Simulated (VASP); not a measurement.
# PtS2: single point with PBEsol+U

Crystal: PtS2.

```
Pt S
1.0
     3.54320    0.00000    0.00000
    -1.77160    3.06850    0.00000
     0.00000    0.00000   10.07760
Pt S
2 4
Direct
  0.00000 0.00000 0.00000
  0.00000 0.00000 0.50000
  0.33333 0.66667 0.12500
  0.66667 0.33333 0.37500
  0.33333 0.66667 0.62500
  0.66667 0.33333 0.87500
```

```json
{"Program": "VASP 6.6.1", "Task": "single point", "Functional": "PBEsol", "Potentials or basis": "VASP PAW PBE potentials, release 64 (Pt, S)", "Cutoff": "520 eV", "k mesh": "7 × 7 × 3", "Occupations": "gaussian, width 0.05 eV", "Spin": "collinear spin, ferromagnetic start", "Starting moments": "[4.0, 4.0, 0.0, 0.0, 0.0, 0.0] μB", "Hubbard terms": "Pt d U = 2.0 eV"}
```

| Item | Value |
| --- | --- |
| Pressure | -4.3 GPa |
| Largest force | 0.666 eV/Å |
| Band gap on the k mesh | 0.31 eV |
| Net moment | 0.00 μB per cell |
| Valence electrons inside the program's atomic spheres | Pt 9.52; S 3.60 |

Forces in eV/Å, atoms in the order of the input:
```
Pt   0.000  0.000  0.000
Pt   0.000  0.000  0.000
S    0.000  0.000 -0.666
S    0.000  0.000  0.666
S    0.000  0.000 -0.666
S    0.000  0.000  0.666
```

Stress tensor (GPa, compression positive):
```
-3.84  0.00  0.00
 0.00 -3.84  0.00
 0.00  0.00 -5.14
```

Levels at points of the mesh, in eV from the valence-band top:
Spin up:
```tsv
k point	band 18	band 19	band 20	band 21	band 22	band 23	band 24	band 25	band 26	band 27
(0.00, 0.00, 0.00)	-1.45	-1.45	-1.12	-1.12	0.00	1.68	1.68	2.36	2.36	4.38
```
Spin down:
```
           k point  band 18  band 19  band 20  band 21  band 22  band 23  band 24  band 25  band 26  band 27
(0.00, 0.00, 0.00)    -1.45    -1.45    -1.12    -1.12     0.00     1.68     1.68     2.36     2.36     4.38
```

Eigenvalues of the final occupation matrices:
| site | spin | trace | eigenvalues |
| --- | --- | --- | --- |
| site 1 d | 1 | 4.08 | 0.67 0.67 0.91 0.91 0.91 |
| site 1 d | 2 | 4.08 | 0.67 0.67 0.91 0.91 0.91 |
| site 2 d | 1 | 4.08 | 0.67 0.67 0.91 0.91 0.91 |
| site 2 d | 2 | 4.08 | 0.67 0.67 0.91 0.91 0.91 |

Run time: 4.8 min on 1 thread of Intel(R) Xeon(R) Platinum 8175M CPU @ 2.50GHz (Skylake/Cascade Lake), with other jobs on the host, peak memory 0.34 GiB.

Caveat: the PAW data sets were made with another functional, which shifts forces and pressure a little; spin-orbit coupling is left out, which moves the levels of the heavy elements. A k mesh can miss the band edges.
